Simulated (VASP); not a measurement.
Pd: electric field gradients with PBEsol

Crystal: Pd.

```
Pd
1.0
     0.00000    1.94490    1.98380
     1.94490    0.00000    1.98380
     1.94490    1.94490    0.00000
Pd
1
Direct
  0.00000 0.00000 0.00000
```

This cell differs from its parent crystal: zz strain of +2 %.

* Program: VASP 6.6.1
* Task: electric field gradients
* Functional: PBEsol
* Potentials or basis: VASP PAW PBE potentials, release 64 (Pd)
* Cutoff: 520 eV
* k mesh: 18 × 18 × 18
* Occupations: fermi-dirac, width 0.05 eV
* Spin: no spin polarisation
* Dipole correction: no
* Further INCAR settings: ALGO = Normal; EDIFF = 1e-08; NBANDS = 11

```json
{"Pressure": "-6.1 GPa", "Band gap on the k mesh": "zero (band 5 reaches 9.68 eV, above the bottom of band 6 at 8.12 eV)"}
```

Stress tensor (GPa, compression positive):
```
-5.69  0.00  0.00
 0.00 -5.69  0.00
 0.00  0.00 -6.90
```

Levels at points of the mesh, in eV from the Fermi level:
| k point | band 2 | band 3 | band 4 | band 5 | band 6 | band 7 | band 8 | band 9 |
| --- | --- | --- | --- | --- | --- | --- | --- | --- |
| (0.00, 0.00, 0.00) | -2.90 | -2.72 | -2.72 | -1.29 | -1.10 | 17.12 | 21.48 | 21.94 |
| (0.50, 0.00, 0.00) | -2.91 | -2.73 | -0.06 | 0.01 | 0.96 | 7.13 | 16.45 | 20.64 |
| (0.50, 0.50, 0.00) | -5.00 | -0.04 | 0.27 | 0.27 | 3.00 | 10.18 | 13.26 | 13.26 |
| (0.50, 0.00, 0.50) | -4.99 | -0.05 | 0.22 | 0.35 | 3.38 | 10.71 | 12.84 | 12.95 |

Electric field gradients, principal values (V/Å²):
| atom | least | middle | greatest (by size) |
| --- | --- | --- | --- |
| 1 Pd | 1.087 | 1.090 | -2.177 |

Wall time 96 s on 1 thread of AMD EPYC 7R43 64-Core Processor (Zen 3), with other jobs on the host, peak memory 0.16 GiB.

Caveat: the cell differs from its parent crystal (zz strain of +2 %); without QUAD_EFG the Cq values of the log hold for a quadrupole moment of 1 mb, not for the nuclei; the PAW data sets were made with another functional, which shifts forces and pressure a little.
